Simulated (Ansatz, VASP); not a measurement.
## Si: VASP beside Ansatz

File INCAR:

```
SYSTEM = Si
PREC = Accurate
ENCUT = 520
EDIFF = 1E-6
ISMEAR = 0
SIGMA = 0.15
LREAL = .FALSE.
LASPH = .TRUE.
NELM = 60
ALGO = Normal
ISIF = 2
LWAVE = .FALSE.
LCHARG = .FALSE.
NBANDS = 11
```

File KPOINTS:

```
Automatic mesh
0
G
  26 26 26
  0 0 0
```

POSCAR

```
Si
1.0
   -2.3824154513      2.3824154513      1.3052992358
    2.3824154513     -2.3824154513      1.3052992358
    2.3824154513      2.3824154513     -1.3052992358
Si
2
Direct
    0.2544520370      0.7544520370      0.5089040740
    0.4955479630      0.4955479630     -0.0089040740
```

Input for Ansatz:

```yaml
crystal:
  lattice:
    - [-2.3824154513, 2.3824154513, 1.3052992358]
    - [2.3824154513, -2.3824154513, 1.3052992358]
    - [2.3824154513, 2.3824154513, -1.3052992358]
  atoms:
    - { symbol: Si, position: [0.254452037, 0.754452037, 0.508904074] }
    - { symbol: Si, position: [0.495547963, 0.495547963, -0.008904074] }
basis:
  ecutwfc: 420
kpoints:
  mp_grid: { grid: [26, 26, 26] }
hamiltonian:
  xc: lda
scf:
  occupations: { method: gaussian, width: 0.15 }
output:
  forces: true
  stress: true
  eigenvalues: true
```

Change from the starting cell: mode 5 (330.8 1/cm) frozen in, largest displacement +0.030 Å.

Alike in both runs: task single point; functional LDA; k mesh 26 × 26 × 26; occupations gaussian, width 0.15 eV; no spin polarisation.

```csv
,VASP,Ansatz
version,VASP 6.6.1,Ansatz 0.2.0
potentials or method,"VASP PAW LDA potentials, release 64 (Si), cutoff 520 eV","scalar-relativistic, plane waves, PAW"
valence electrons in the cell,8,8
```

Ansatz gave:

```
gap on the k mesh at the Fermi level (eV)                     : none
pressure (GPa)                                                : 0.2
traceless stress, the component that is largest in VASP (GPa) : 0.37
rms of the force components (eV/Å)                            : 0.197
```

Q: Estimate VASP's values.

A: gap on the k mesh at the Fermi level (eV): none; pressure (GPa): 0.2; traceless stress, the component that is largest in VASP (GPa): 0.38; rms of the force components (eV/Å): 0.197.

LDA's correlation is that of Perdew and Zunger in VASP and of Perdew and Wang (1992) in Ansatz. Atom by atom the forces differ by 0.001 eV/Å (rms over components). A gap of «none» marks a metal or a gap that the smearing closes.
